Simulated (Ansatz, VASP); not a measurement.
# One calculation of I, two programs

```
CELL_PARAMETERS angstrom
1.80118 3.11974 0.00000
-1.80118 3.11974 0.00000
0.00000 0.00000 6.79361
ATOMIC_POSITIONS crystal
I 0.33333 0.33333 0.25000
I 0.66667 0.66667 0.75000
```

Alike in both runs: functional PBE; k mesh 11 × 11 × 5; no spin polarisation.

Ansatz relaxed the structure, and its values are those at the end. VASP's run is a single point on that final structure, the one shown.

|  | VASP | Ansatz |
| --- | --- | --- |
| version | VASP 6.6.1 | Ansatz 0.2.0 |
| potentials or method | VASP PAW PBE potentials, release 64 (I), cutoff 520 eV | PAW plane waves |
| occupations | fermi-dirac, width 0.1 eV | fermi-dirac |
| valence electrons in the cell | 14 | 34 |

```csv
,VASP,Ansatz,Ansatz less VASP
pressure (GPa),-1.0,-1.0,+0.02
```

VASP's potentials hold 14 valence electrons a cell and Ansatz's 34, so a difference there can come from the potentials and not from the codes. Ansatz's warnings: stress scf threshold loose, structure snapped to symmetry.

Neither program's run includes spin-orbit coupling.
